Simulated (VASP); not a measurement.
# HgTe (Coloradoite) (F-43m) in VASP: single point with r2SCAN

Aim: the single point of HgTe (Coloradoite) with r2SCAN.

All numbers are computed with VASP 6.6.1; they aren't measurements. Logs are shortened: lines on timing, memory, paths and dates and some standing lists are left out, and cuts for length are marked.

### 1 The cell of the first run

Symmetry: F-43m, No. 216, cubic system. The conventional cell has a = 6.429 Å, b = 6.429 Å, c = 6.429 Å, α = 90.00°, β = 90.00°, γ = 90.00°. Hg (site symmetry -43m) has 4 Te at 2.78 Å within 3.7 Å. Te (site symmetry -43m) has 4 Hg at 2.78 Å within 3.7 Å.

### 2 Single point, r2SCAN

POSCAR reads:

```
HgTe
1.0
    0.0000000000      3.2145000000      3.2145000000
    3.2145000000      0.0000000000      3.2145000000
    3.2145000000      3.2145000000      0.0000000000
Hg Te
1 1
Direct
    0.0000000000      0.0000000000      0.0000000000
    0.2500000000      0.2500000000      0.2500000000
```

INCAR.step1 reads:

```
PREC = Accurate ; ENCUT = 550
ISMEAR = 0 ; SIGMA = 0.01
LREAL = F ; LASPH = T
NELM = 120 ; NBANDS = 16
GGA = PE ; ALGO = Normal
EDIFF = 1E-5 ; LWAVE = T
LCHARG = F ; GGA_COMPAT = F
```

INCAR.step2 reads:

```
PREC = Accurate ; ENCUT = 550
EDIFF = 1E-6 ; ISMEAR = 0
SIGMA = 0.01 ; LREAL = F
LASPH = T ; NELM = 120
ALGO = Normal ; ISIF = 2
LWAVE = F ; LCHARG = F
METAGGA = R2SCAN ; LMIXTAU = T
NBANDS = 16 ; ISTART = 1
GGA_COMPAT = F
```

KPOINTS reads:

```
regular mesh
0
Gamma
  6 6 6
```

Potentials or basis: VASP PAW PBE potentials, release 64 (Hg, Te).

The run is started by

```
$ cat potpaw_PBE.64/Hg/POTCAR potpaw_PBE.64/Te/POTCAR > POTCAR
$ cp INCAR.step1 INCAR
$ mpirun -np 1 vasp_std > vasp.out
$ cp INCAR.step2 INCAR
$ mpirun -np 1 vasp_std > vasp.out
```

OUTCAR:

```text
PREC = Accurate
   ENCUT = 550
   EDIFF = 1E-6
   ISMEAR = 0
   LREAL = F
   LASPH = T
   NELM = 120
   ISIF = 2
   METAGGA = R2SCAN
   ISTART = 1

 ion  position               nearest neighbor table
   1  0.000  0.000  0.000-   2 2.78   2 2.78   2 2.78   2 2.78
   2  0.250  0.250  0.250-   1 2.78   1 2.78   1 2.78   1 2.78

  LATTYP: Found a face centered cubic cell.
 ALAT       =     6.4290000000

  Lattice vectors:

 A1 = (   0.0000000000,   3.2145000000,   3.2145000000)
 A2 = (   3.2145000000,   0.0000000000,   3.2145000000)
 A3 = (   3.2145000000,   3.2145000000,   0.0000000000)

Analysis of symmetry for initial positions (statically):
=====================================================================
 Subroutine PRICEL returns:
 Original cell was already a primitive cell.

 Routine SETGRP: Setting up the symmetry group for a
 face centered cubic supercell.

 Subroutine GETGRP returns: Found 24 space group operations
 (whereof 24 operations were pure point group operations)
 out of a pool of 48 trial point group operations.

The static configuration has the point symmetry T_d .

Analysis of symmetry for dynamics (positions and initial velocities):
=====================================================================
 Subroutine PRICEL returns:
 Original cell was already a primitive cell.

 Routine SETGRP: Setting up the symmetry group for a
 face centered cubic supercell.

 Subroutine GETGRP returns: Found 24 space group operations
 (whereof 24 operations were pure point group operations)
 out of a pool of 48 trial point group operations.

The dynamic configuration has the point symmetry T_d .

 Subroutine INISYM returns: Found 24 space group operations
 (whereof 24 operations are pure point group operations),
 and found     1 'primitive' translations

----------------------------------------------------------------------------------------

                                     Primitive cell

  volume of cell :      66.4309

  direct lattice vectors                    reciprocal lattice vectors
     0.000000000  3.214500000  3.214500000    -0.155545186  0.155545186  0.155545186
     3.214500000  0.000000000  3.214500000     0.155545186 -0.155545186  0.155545186
     3.214500000  3.214500000  0.000000000     0.155545186  0.155545186 -0.155545186

  length of vectors
     4.545989496  4.545989496  4.545989496     0.269412165  0.269412165  0.269412165

  position of ions in fractional coordinates (direct lattice)
     0.000000000  0.000000000  0.000000000
     0.250000000  0.250000000  0.250000000

  ion indices of the primitive-cell ions
   primitive index   ion index
                 1           1
                 2           2

----------------------------------------------------------------------------------------

 KPOINTS: regular mesh

Automatic generation of k-mesh.
 Grid dimensions read from file:
 generate k-points for:    6    6    6

 Generating k-lattice:

  Cartesian coordinates                     Fractional coordinates (reciprocal lattice)
    -0.025924198  0.025924198  0.025924198     0.166666667  0.000000000  0.000000000
     0.025924198 -0.025924198  0.025924198     0.000000000  0.166666667  0.000000000
     0.025924198  0.025924198 -0.025924198     0.000000000  0.000000000  0.166666667

  Length of vectors
     0.044902027  0.044902027  0.044902027

  Shift w.r.t. Gamma in fractional coordinates (k-lattice)
     0.000000000  0.000000000  0.000000000

 Subroutine IBZKPT returns following result:
 ===========================================

 Found     16 irreducible k-points:

 Following reciprocal coordinates:
            Coordinates               Weight
  0.000000  0.000000  0.000000      1.000000
  0.166667  0.000000  0.000000      8.000000
  0.333333  0.000000  0.000000      8.000000
  0.500000  0.000000  0.000000      4.000000
  0.166667  0.166667  0.000000      6.000000
  0.333333  0.166667  0.000000     24.000000
[... 8 lines left out ...]
 -0.333333  0.333333  0.166667     24.000000
 -0.333333  0.500000  0.166667     12.000000
   k-points           NKPTS =     16   k-points in BZ     NKDIM =     16   number of bands    NBANDS=     16
   number of dos      NEDOS =    301   number of ions     NIONS =      2
   total plane-waves  NPLWV =  46656
   dimension x,y,z NGX =    36 NGY =   36 NGZ =   36
   dimension x,y,z NGXF=    72 NGYF=   72 NGZF=   72
   ions per type =               1   1
   NGX,Y,Z   is equivalent  to a cutoff of  13.17, 13.17, 13.17 a.u.
   NGXF,Y,Z  is equivalent  to a cutoff of  26.33, 26.33, 26.33 a.u.
 SYSTEM =  unknown system
   PREC   = accura    normal or accurate (medium, high low for compatibility)
   ISTART =      1    job   : 0-new  1-cont  2-samecut
   ICHARG =      0    charge: 1-file 2-atom 10-const
   ISPIN  =      1    spin polarized calculation?
   LNONCOLLINEAR =      F non collinear calculations
   LSORBIT =      F    spin-orbit coupling
   LASPH  =      T    aspherical Exc in radial PAW
   ENCUT  =  550.0 eV  40.42 Ry    6.36 a.u.   8.69  8.69  8.69*2*pi/ulx,y,z
   NELM   =    120;   NELMIN=  2; NELMDL=  0     # of ELM steps
   EDIFF  = 0.1E-05   stopping-criterion for ELM
   LREAL  =      F    real-space projection
   EDIFFG = 0.1E-04   stopping-criterion for IOM
   NSW    =      0    number of steps for IOM
   IBRION =     -1    ionic relax: 0-MD 1-quasi-New 2-CG
   NFREE  =      0    steps in history (QN), initial steepest desc. (CG)
   ISIF   =      2    stress and relaxation
   ISYM   =      2    0-nonsym 1-usesym 2-fastsym
   POTIM  = 0.5000    time-step for ionic-motion
   TEBEG  =    0.0;   TEEND  =   0.0 temperature during run
   PSTRESS=    0.0 pullay stress
   NELECT =      18.0000    total number of electrons
   NUPDOWN=      -1.0000    fix difference up-down
   EMIN   =  10.00;   EMAX   =-10.00  energy-range for DOS
   EFERMI =   0.00;   METHOD = LEGACY
   ISMEAR =     0;   SIGMA  =   0.01  broadening in eV -4-tet -1-fermi 0-gaus
   EFERMI_NEDOS =   21; number of points for ismear=-14 and -15
   IALGO  =     38    algorithm
   IMIX   =      4    mixing-type and parameters
     AMIX     =   0.40;   BMIX     =  1.00
     AMIX_MAG =   1.60;   BMIX_MAG =  1.00
  volume/ion in A,a.u.               =      33.22       224.15
  Fermi-wavevector in a.u.,A,eV,Ry     =   1.059357  2.001894 15.268958  1.122237
  Thomas-Fermi vector in A             =   2.194699
   LORBIT       =      0    0 simple, 1 ext, 2 COOP (PROOUT), +10 PAW based schemes
   METAGGA = R2SCAN    functional components
   LHFCALC =     F    Hartree Fock is set to
   AEXX    =    0.0000 exact exchange contribution
   IVDW    =     0    specifies the selected vdW correction
   LEPSILON=     F    determine dielectric tensor
   LRPA    =     F    only Hartree local field effects (RPA)
 non-spin polarized calculation
 Gauss-broadening in eV      SIGMA  =   0.01
  energy-cutoff  :      550.00
  volume of cell :       66.43
 maximum number of plane-waves:      1964
   NGX = 17   NGY = 17   NGZ = 17

 number of electron      18.0000000 magnetization

 Free energy of the ion-electron system (eV)
  ---------------------------------------------------
  ext. energy  EPLUGINS =         0.00000000
  ---------------------------------------------------
  free energy    TOTEN  =       -75.10690178 eV

  energy without entropy =      -75.10683036  energy(sigma->0) =      -75.10686607

 E-fermi :   3.0546     XC(G=0):  -9.3952

 val. band max:        3.0515314020   @ k =   0.0000   0.0000   0.0000
 cond. band min:       4.0061272878   @ k =   0.5000   0.0000   0.0000
 fundamental gap:      0.9545958858
 Fermi energy:         3.0545770962

 k-point     1 :       0.0000    0.0000    0.0000
  band No.  band energies     occupation
      1      -9.4833      2.00000
      2      -4.6965      2.00000
      3      -4.6965      2.00000
      4      -4.6965      2.00000
      5      -4.1015      2.00000
      6      -4.1015      2.00000
[... 8 lines left out ...]
     15      13.1120      0.00000
     16      13.1120      0.00000

 k-point     2 :       0.1667    0.0000    0.0000
  band No.  band energies     occupation
      1      -9.3387      2.00000
      2      -4.6567      2.00000
      3      -4.6567      2.00000
      4      -4.6337      2.00000
      5      -4.1044      2.00000
      6      -4.1044      2.00000
[... 8 lines left out ...]
     15      12.0580      0.00000
     16      12.0580      0.00000

 k-point     3 :       0.3333    0.0000    0.0000
  band No.  band energies     occupation
      1      -9.0275      2.00000
      2      -4.5867      2.00000
      3      -4.5867      2.00000
      4      -4.3142      2.00000
      5      -4.0946      2.00000
      6      -4.0946      2.00000
[... 8 lines left out ...]
     15      12.4069      0.00000
     16      12.4069      0.00000

 k-point     4 :       0.5000    0.0000    0.0000
  band No.  band energies     occupation
      1      -8.8602      2.00000
      2      -4.5589      2.00000
      3      -4.5589      2.00000
      4      -4.0791      2.00000
      5      -4.0791      2.00000
      6      -3.7679      2.00000
[... 8 lines left out ...]
     15      13.6623      0.00000
     16      13.6623      0.00000
[... 172 lines left out ...]
 k-point    14 :       0.5000    0.3333    0.1667
  band No.  band energies     occupation
      1      -8.8119      2.00000
      2      -4.5078      2.00000
      3      -4.4751      2.00000
      4      -4.2760      2.00000
      5      -4.0754      2.00000
      6      -3.9468      2.00000
[... 8 lines left out ...]
     15      13.9043      0.00000
     16      14.6817      0.00000

 k-point    15 :      -0.3333    0.3333    0.1667
  band No.  band energies     occupation
      1      -8.6984      2.00000
      2      -4.4786      2.00000
      3      -4.4406      2.00000
      4      -4.1570      2.00000
      5      -4.1139      2.00000
      6      -3.5945      2.00000
[... 8 lines left out ...]
     15      13.9973      0.00000
     16      14.6748      0.00000

 k-point    16 :      -0.3333    0.5000    0.1667
  band No.  band energies     occupation
      1      -8.6419      2.00000
      2      -4.4555      2.00000
      3      -4.3783      2.00000
      4      -4.2386      2.00000
      5      -4.0833      2.00000
      6      -3.4580      2.00000
[... 8 lines left out ...]
     15      14.5262      0.00000
     16      14.8408      0.00000

------------------------ aborting loop because EDIFF is reached ----------------------------------------

  FORCE on cell =-STRESS in cart. coord.  units (eV):
  Direction    XX          YY          ZZ          XY          YZ          ZX
  --------------------------------------------------------------------------------------
  -------------------------------------------------------------------------------------
  Total        1.3736771      1.3736771      1.3736771      0.0000000      0.0000000      0.0000000
  in kB       33.1302693     33.1302693     33.1302693      0.0000000      0.0000000      0.0000000
  external PRESSURE =      33.1302693 kB  Pullay stress =       0.0000000 kB

 VOLUME and BASIS-vectors are now :
 -----------------------------------------------------------------------------
  energy-cutoff  :      550.00
  volume of cell :       66.43
      direct lattice vectors                 reciprocal lattice vectors
     0.000000000  3.214500000  3.214500000    -0.155545186  0.155545186  0.155545186
     3.214500000  0.000000000  3.214500000     0.155545186 -0.155545186  0.155545186
     3.214500000  3.214500000  0.000000000     0.155545186  0.155545186 -0.155545186

 POSITION                                       TOTAL-FORCE (eV/Angst)
 -----------------------------------------------------------------------------------
      0.00000      0.00000      0.00000         0.000000      0.000000      0.000000
      1.60725      1.60725      1.60725        -0.000000     -0.000000     -0.000000
 -----------------------------------------------------------------------------------
    total drift:                                0.000000      0.000000     -0.000000

  FREE ENERGIE OF THE ION-ELECTRON SYSTEM (eV)
  ---------------------------------------------------
  free  energy   TOTEN  =       -75.1069017806 eV

  energy  without entropy=      -75.1068303629  energy(sigma->0) =      -75.10686607
```

Wall time 2 min (1 thread of Intel Xeon 8259CL, shared host); peak memory 0.22 GiB.

What came out:

- Free energy: -75.1069 eV
- Pressure: 3.3 GPa
- Band gap on the k mesh: zero (filled and empty bands touch)

Caveat: the PAW data sets were made with another functional, which shifts forces and pressure a little; spin-orbit coupling is left out, which moves the levels of the heavy elements.
